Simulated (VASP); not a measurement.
A run of VASP 6.6.1:

Contents of POSCAR:

```
NbReSi
1.0
    6.7242850582      0.0000000000      0.0000000000
   -3.3621375967      5.8233975172      0.0000000000
    0.0000000000      0.0000000000      3.2540780484
Nb Si Re
3 3 3
Direct
    0.4018500000      0.4018500000      0.5000000000
    0.5981500000      0.0000000000      0.5000000000
    0.0000000000      0.5981500000      0.5000000000
    0.6666666667      0.3333333333      0.0000000000
    0.3333333333      0.6666666667      0.0000000000
    0.0000000000      0.0000000000      0.5000000000
    0.7414400000      0.7414400000      0.0000000000
    0.2585600000      0.0000000000      0.0000000000
    0.0000000000      0.2585600000      0.0000000000
```

The input INCAR.step1:

```
SYSTEM = NbReSi
ALGO = Normal
EDIFF = 1E-4
ENCUT = 520
GGA = PE
ISMEAR = 0
LASPH = .True.
LCHARG = .False.
LREAL = .False.
LWAVE = .True.
NBANDS = 46
NELM = 100
PREC = Accurate
SIGMA = 0.1
```

File INCAR.step2:

```
SYSTEM = NbReSi
ALGO = Normal
EDIFF = 1E-7
ENCUT = 520
ISIF = 2
ISMEAR = 0
ISTART = 1
IVDW = 13
LASPH = .True.
LCHARG = .True.
LELF = .True.
LMIXTAU = .True.
LREAL = .False.
LVHAR = .True.
LWAVE = .False.
METAGGA = R2SCAN
NBANDS = 46
NELM = 100
PREC = Accurate
SIGMA = 0.1
VDW_A1 = 0.51559235
VDW_A2 = 5.77342911
VDW_S6 = 1.0
VDW_S8 = 0.6018749
```

File KPOINTS:

```
k-points
0
Gamma
  5 5 8
  0 0 0
```

Potentials or basis: VASP PAW PBE potentials, release 64 (Nb_sv, Si, Re).

Launch:

```console
$ cat potpaw_PBE.64/Nb_sv/POTCAR potpaw_PBE.64/Si/POTCAR potpaw_PBE.64/Re/POTCAR > POTCAR
$ cp INCAR.step1 INCAR
$ mpirun -np 1 vasp_std > vasp.out
$ cp INCAR.step2 INCAR
$ mpirun -np 1 vasp_std > vasp.out
```

Hardware: 1 thread of Oxide Virtual Turin-like Processor (shared host).

Task: Estimate the wall time of this run.

Result: Run time: 15 min on 1 thread of Oxide Virtual Turin-like Processor, on a shared host, peak memory 0.3 GiB. Counts: k points 25.
